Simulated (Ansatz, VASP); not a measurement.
**Two plane-wave programs on As2Se**

```
As Se
1.0
    -3.52942    3.52942    2.65357
     3.52942   -3.52942    2.65357
     3.52942    3.52942   -2.65357
As Se
4 2
Direct
  0.87500 0.12500 0.75000
  0.37500 0.12500 0.25000
  0.87500 0.62500 0.75000
  0.87500 0.12500 0.25000
  0.50000 0.50000 0.00000
  0.25000 0.75000 0.50000
```

Alike in both runs: task relaxation of cell and atoms; functional LDA; k mesh 8 × 8 × 8; occupations gaussian, width 0.1 eV; no spin polarisation.

```csv
,VASP,Ansatz
version,VASP 6.6.1,Ansatz 0.2.0
potentials or method,"VASP PAW LDA potentials, release 64 (As, Se), cutoff 600 eV","scalar-relativistic, plane waves, PAW"
valence electrons in the cell,32,92
```

Ansatz gave:

```
gap on the k mesh at the Fermi level, each at its own relaxed structure (eV) : none
relaxed volume (Å³/atom)                                                     : 20.59
relaxed length of the cell vector where the two differ most in proportion (Å)              : 5.524
```

What did VASP give for the same quantities?

gap on the k mesh at the Fermi level, each at its own relaxed structure (eV): none; relaxed volume (Å³/atom): 20.65; relaxed length of the cell vector where the two differ most in proportion (Å): 5.529.

LDA's correlation is that of Perdew and Zunger in VASP and of Perdew and Wang (1992) in Ansatz. A gap of «none» marks a metal or a gap that the smearing closes. VASP's potentials hold 32 valence electrons a cell and Ansatz's 92, so a difference there can come from the potentials and not from the codes.
